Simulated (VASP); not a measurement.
A run of VASP 6.6.1:

File INCAR:

```
PREC = Accurate
ENCUT = 520
EDIFF = 1E-7
ISMEAR = -1
SIGMA = 0.02
LREAL = False
LASPH = True
NELM = 100
ALGO = Normal
ISIF = 2
LWAVE = False
LCHARG = True
GGA = PE
LELF = True
LVHAR = True
NBANDS = 14
```

Contents of KPOINTS:

```
regular mesh
0
Gamma
  8 8 8
```

The input POSCAR:

```
NaCl
1.0
    3.4595457890     -0.0300980484      0.0000000000
   -0.0300980484      3.4595457890      0.0000000000
    0.0000000000      0.0000000000      3.4595457890
Na Cl
1 1
Direct
    0.0000000000      0.0000000000      0.0000000000
    0.5000000000      0.5000000000      0.5000000000
```

Potentials or basis: VASP PAW PBE potentials, release 64 (Na_pv, Cl).

Run with:

```bash
$ cat potpaw_PBE.64/Na_pv/POTCAR potpaw_PBE.64/Cl/POTCAR > POTCAR
$ mpirun -np 1 vasp_std > vasp.out
```

Hardware: 1 thread of Intel(R) Xeon(R) Platinum 8259CL CPU @ 2.50GHz (Skylake/Cascade Lake) (shared host).

**Question.** Estimate the wall time of this run.

**Answer.** Run time: 40 s on 1 thread of Intel(R) Xeon(R) Platinum 8259CL CPU @ 2.50GHz (Skylake/Cascade Lake) (shared host), peak memory 0.18 GiB. Counts: scf iterations 14, k points 105.
